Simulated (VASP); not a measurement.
# MgTe (P6_3mc) in VASP: a series of runs, part 2 of 2

VASP 6.6.1.

## Step 3: Single point, HSE06 (strain +3.0%)

The input, POSCAR:

```
MgTe
1.0
    4.7149647152      0.0000000000      0.0000000000
   -2.3574823576      4.0832792213      0.0000000000
    0.0000000000      0.0000000000      7.6787419373
Mg Te
2 2
Direct
    0.3333333333      0.6666666667     -0.0006080519
    0.6666666667      0.3333333333      0.4993919481
    0.3333333333      0.6666666667      0.3756080519
    0.6666666667      0.3333333333      0.8756080519
```

The input, INCAR.step1:

```
PREC = Accurate
ENCUT = 520
EDIFF = 1E-5
ISMEAR = 0
SIGMA = 0.01
LREAL = False
LASPH = True
NELM = 120
ALGO = Normal
ISIF = 2
LWAVE = True
LCHARG = False
GGA = PE
NBANDS = 16
GGA_COMPAT = False
```

The input, INCAR.step2:

```
PREC = Accurate
ENCUT = 520
EDIFF = 1E-6
ISMEAR = 0
SIGMA = 0.01
LREAL = False
LASPH = True
NELM = 120
ALGO = Normal
ISIF = 2
LWAVE = False
LCHARG = False
GGA = PE
LHFCALC = True
HFSCREEN = 0.2079
PRECFOCK = Normal
ISTART = 1
NBANDS = 16
GGA_COMPAT = False
```

The input, KPOINTS:

```
Automatic mesh
0
Gamma
  6 6 2
```

Potentials or basis: VASP PAW PBE potentials, release 64 (Mg, Te).

On the command line:

```console
$ cat potpaw_PBE.64/Mg/POTCAR potpaw_PBE.64/Te/POTCAR > POTCAR
$ cp INCAR.step1 INCAR
$ mpirun -np 1 vasp_std > vasp.out
$ cp INCAR.step2 INCAR
$ mpirun -np 1 vasp_std > vasp.out
```

OUTCAR:

```text
PREC = Accurate
   ENCUT = 520
   EDIFF = 1E-6
   ISMEAR = 0
   LREAL = False
   LASPH = True
   NELM = 120
   ISIF = 2
   GGA = PE
   LHFCALC = True
   HFSCREEN = 0.2079
   PRECFOCK = Normal
   ISTART = 1

 ion  position               nearest neighbor table
   1  0.333  0.667  0.999-   4 2.88   4 2.88   4 2.88   3 2.89
   2  0.667  0.333  0.499-   3 2.88   3 2.88   3 2.88   4 2.89
   3  0.333  0.667  0.376-   2 2.88   2 2.88   2 2.88   1 2.89
   4  0.667  0.333  0.876-   1 2.88   1 2.88   1 2.88   2 2.89

  LATTYP: Found a hexagonal cell.
 ALAT       =     4.7149647152
 C/A-ratio  =     1.6285894808

  Lattice vectors:

 A1 = (   4.7149647152,   0.0000000000,   0.0000000000)
 A2 = (  -2.3574823576,   4.0832792213,   0.0000000000)
 A3 = (   0.0000000000,   0.0000000000,   7.6787419373)

Analysis of symmetry for initial positions (statically):
=====================================================================
 Subroutine PRICEL returns:
 Original cell was already a primitive cell.

 Routine SETGRP: Setting up the symmetry group for a
 hexagonal supercell.

 Subroutine GETGRP returns: Found 12 space group operations
 (whereof  6 operations were pure point group operations)
 out of a pool of 24 trial point group operations.

The static configuration has the point symmetry C_3v.
 The point group associated with its full space group is C_6v.

Analysis of symmetry for dynamics (positions and initial velocities):
=====================================================================
 Subroutine PRICEL returns:
 Original cell was already a primitive cell.

 Routine SETGRP: Setting up the symmetry group for a
 hexagonal supercell.

 Subroutine GETGRP returns: Found 12 space group operations
 (whereof  6 operations were pure point group operations)
 out of a pool of 24 trial point group operations.

The dynamic configuration has the point symmetry C_3v.
 The point group associated with its full space group is C_6v.

 Subroutine INISYM returns: Found 12 space group operations
 (whereof  6 operations are pure point group operations),
 and found     1 'primitive' translations

----------------------------------------------------------------------------------------

                                     Primitive cell

  volume of cell :     147.8351

  direct lattice vectors                    reciprocal lattice vectors
     4.714964715  0.000000000  0.000000000     0.212090665  0.122450602  0.000000000
    -2.357482358  4.083279221  0.000000000     0.000000000  0.244901205  0.000000000
     0.000000000  0.000000000  7.678741937     0.000000000  0.000000000  0.130229666

  length of vectors
     4.714964715  4.714964715  7.678741937     0.244901205  0.244901205  0.130229666

  position of ions in fractional coordinates (direct lattice)
     0.333333333  0.666666667  0.999391948
     0.666666667  0.333333333  0.499391948
     0.333333333  0.666666667  0.375608052
     0.666666667  0.333333333  0.875608052

  ion indices of the primitive-cell ions
[... 43 lines left out ...]
  0.333333  0.000000  0.500000      6.000000
  0.500000  0.000000  0.500000      3.000000
  0.166667  0.166667  0.500000      6.000000
  0.333333  0.166667  0.500000     12.000000
  0.333333  0.333333  0.500000      2.000000
   k-points           NKPTS =     14   k-points in BZ     NKDIM =     72   number of bands    NBANDS=     16
   number of dos      NEDOS =    301   number of ions     NIONS =      4
   total plane-waves  NPLWV =  77760
   dimension x,y,z NGX =    36 NGY =   36 NGZ =   60
   dimension x,y,z NGXF=    72 NGYF=   72 NGZF=  120
   ions per type =               2   2
   NGX,Y,Z   is equivalent  to a cutoff of  12.69, 12.69, 12.99 a.u.
   NGXF,Y,Z  is equivalent  to a cutoff of  25.39, 25.39, 25.98 a.u.
 SYSTEM =  unknown system
   PREC   = accura    normal or accurate (medium, high low for compatibility)
   ISTART =      1    job   : 0-new  1-cont  2-samecut
   ICHARG =      0    charge: 1-file 2-atom 10-const
   ISPIN  =      1    spin polarized calculation?
   LNONCOLLINEAR =      F non collinear calculations
   LSORBIT =      F    spin-orbit coupling
   LASPH  =      T    aspherical Exc in radial PAW
   ENCUT  =  520.0 eV  38.22 Ry    6.18 a.u.   8.77  8.77 14.28*2*pi/ulx,y,z
   NELM   =    120;   NELMIN=  2; NELMDL=  0     # of ELM steps
   EDIFF  = 0.1E-05   stopping-criterion for ELM
   LREAL  =      F    real-space projection
   EDIFFG = 0.1E-04   stopping-criterion for IOM
   NSW    =      0    number of steps for IOM
   IBRION =     -1    ionic relax: 0-MD 1-quasi-New 2-CG
   NFREE  =      0    steps in history (QN), initial steepest desc. (CG)
   ISIF   =      2    stress and relaxation
   ISYM   =      3    0-nonsym 1-usesym 2-fastsym
   POTIM  = 0.5000    time-step for ionic-motion
   TEBEG  =    0.0;   TEEND  =   0.0 temperature during run
   PSTRESS=    0.0 pullay stress
   NELECT =      16.0000    total number of electrons
   NUPDOWN=      -1.0000    fix difference up-down
   EMIN   =  10.00;   EMAX   =-10.00  energy-range for DOS
   EFERMI =   0.00;   METHOD = LEGACY
   ISMEAR =     0;   SIGMA  =   0.01  broadening in eV -4-tet -1-fermi 0-gaus
   EFERMI_NEDOS =   21; number of points for ismear=-14 and -15
   IALGO  =     38    algorithm
   IMIX   =      1    mixing-type and parameters
     AMIX     =   0.40;   BMIX     =  1.00
     AMIX_MAG =   1.60;   BMIX_MAG =  1.00
  volume/ion in A,a.u.               =      36.96       249.41
  Fermi-wavevector in a.u.,A,eV,Ry     =   0.780169  1.474307  8.281382  0.608664
  Thomas-Fermi vector in A             =   1.883425
   LORBIT       =      0    0 simple, 1 ext, 2 COOP (PROOUT), +10 PAW based schemes
   GGA     = PE    functional components
   LHFCALC =     T    Hartree Fock is set to
   PRECFOCK=normal    Normal, Fast or Accurate (Low or Medium for compatibility)
   ENCUT4O =  -1.0   cutoff for four orbital integrals eV
   NKREDX  =     1    reduce k-point grid by
   NKREDY  =     1    reduce k-point grid by
   NKREDZ  =     1    reduce k-point grid by
   AEXX    =    0.2500 exact exchange contribution
   HFSCREEN=    0.2079 screening length (either q_TF or 0.3 A-1)
   HFSCREENC=   0.2079 screening length for correlation (either q_TF or 0.3 A-1)
   ENCUTFOCK=  -1.0 apply spherical cutoff to Coloumb kernel
   IVDW    =     0    specifies the selected vdW correction
   LEPSILON=     F    determine dielectric tensor
   LRPA    =     F    only Hartree local field effects (RPA)
 non-spin polarized calculation
 Gauss-broadening in eV      SIGMA  =   0.01
  energy-cutoff  :      520.00
  volume of cell :      147.84
 maximum number of plane-waves:      4032
 NGX is ok and might be reduce to    36
  NGX = 28; NGY = 28; NGZ = 48

 number of electron      16.0000000 magnetization

 Free energy of the ion-electron system (eV)
  ---------------------------------------------------
  ext. energy  EPLUGINS =         0.00000000
  ---------------------------------------------------
  free energy    TOTEN  =       -14.98920959 eV

  energy without entropy =      -14.98920959  energy(sigma->0) =      -14.98920959

 E-fermi :   0.8139     XC(G=0):  -6.3315

 val. band max:        0.7286806562   @ k =   0.0000   0.0000   0.0000
 cond. band min:       3.5242610763   @ k =   0.0000   0.0000   0.0000
 fundamental gap:      2.7955804201
 Fermi energy:         0.8139164086

 k-point     1 :       0.0000    0.0000    0.0000
  band No.  band energies     occupation
      1     -10.0945      2.00000
      2      -9.5428      2.00000
      3      -2.4382      2.00000
      4       0.2600      2.00000
      5       0.2600      2.00000
      6       0.7270      2.00000
[... 243 lines left out ...]
      3      -2.1766      2.00000
      4      -2.1766      2.00000
      5      -1.0700      2.00000
      6      -1.0700      2.00000
[... 8 lines left out ...]
     15       8.9041      0.00000
     16       8.9041      0.00000

------------------------ aborting loop because EDIFF is reached ----------------------------------------

  FORCE on cell =-STRESS in cart. coord.  units (eV):
  Direction    XX          YY          ZZ          XY          YZ          ZX
  --------------------------------------------------------------------------------------
  -------------------------------------------------------------------------------------
  Total       -2.7036536     -2.7036536     -2.7193860      0.0000000      0.0000000      0.0000000
  in kB      -29.3011075    -29.3011075    -29.4716082      0.0000000      0.0000000      0.0000000
  external PRESSURE =     -29.3579411 kB  Pullay stress =       0.0000000 kB

 VOLUME and BASIS-vectors are now :
 -----------------------------------------------------------------------------
  energy-cutoff  :      520.00
  volume of cell :      147.84
      direct lattice vectors                 reciprocal lattice vectors
     4.714964715  0.000000000  0.000000000     0.212090665  0.122450602  0.000000000
    -2.357482358  4.083279221  0.000000000     0.000000000  0.244901205  0.000000000
     0.000000000  0.000000000  7.678741937     0.000000000  0.000000000  0.130229666

 POSITION                                       TOTAL-FORCE (eV/Angst)
 -----------------------------------------------------------------------------------
     -0.00000      2.72219      7.67407         0.000000      0.000000     -0.002279
      2.35748      1.36109      3.83470         0.000000      0.000000     -0.002279
     -0.00000      2.72219      2.88420         0.000000     -0.000000      0.002279
      2.35748      1.36109      6.72357        -0.000000      0.000000      0.002279
 -----------------------------------------------------------------------------------
    total drift:                               -0.000000     -0.000000     -0.000063

  FREE ENERGIE OF THE ION-ELECTRON SYSTEM (eV)
  ---------------------------------------------------
  free  energy   TOTEN  =       -14.9892095912 eV

  energy  without entropy=      -14.9892095912  energy(sigma->0) =      -14.98920959
```

Run time: 52 min. Hardware: 1 thread of AMD EPYC 7R43 (Zen 3), shared host; peak memory 0.35 GiB.

What came out:

```yaml
Free_energy: -14.9892 eV
Pressure: -2.9 GPa
Band_gap_on_the_k_mesh: 2.80 eV
```

Forces in eV/Å, atoms in the order of the input:
```
Mg   0.000  0.000 -0.002
Mg   0.000  0.000 -0.002
Te   0.000  0.000  0.002
Te   0.000  0.000  0.002
```

Levels at points of the mesh, in eV from the valence-band top:
```tsv
k point	band 5	band 6	band 7	band 8	band 9	band 10	band 11	band 12
(0.00, 0.00, 0.00)	-0.47	0.00	0.00	0.00	2.80	3.56	6.06	6.06
(0.50, 0.00, 0.00)	-1.86	-1.17	-0.91	-0.43	3.94	4.47	5.00	6.32
(0.00, 0.00, 0.50)	-0.25	-0.25	-0.25	-0.25	3.94	3.94	6.33	6.33
(0.50, 0.00, 0.50)	-0.85	-0.85	-0.83	-0.83	3.90	3.90	5.06	5.06
```

Caveat: the cell differs from its parent crystal (strain +3.0%); the structure was generated, so it needn't be the stable form of MgTe; the PAW data sets were made with another functional, which shifts forces and pressure a little; spin-orbit coupling is left out, which moves the levels of the heavy elements.
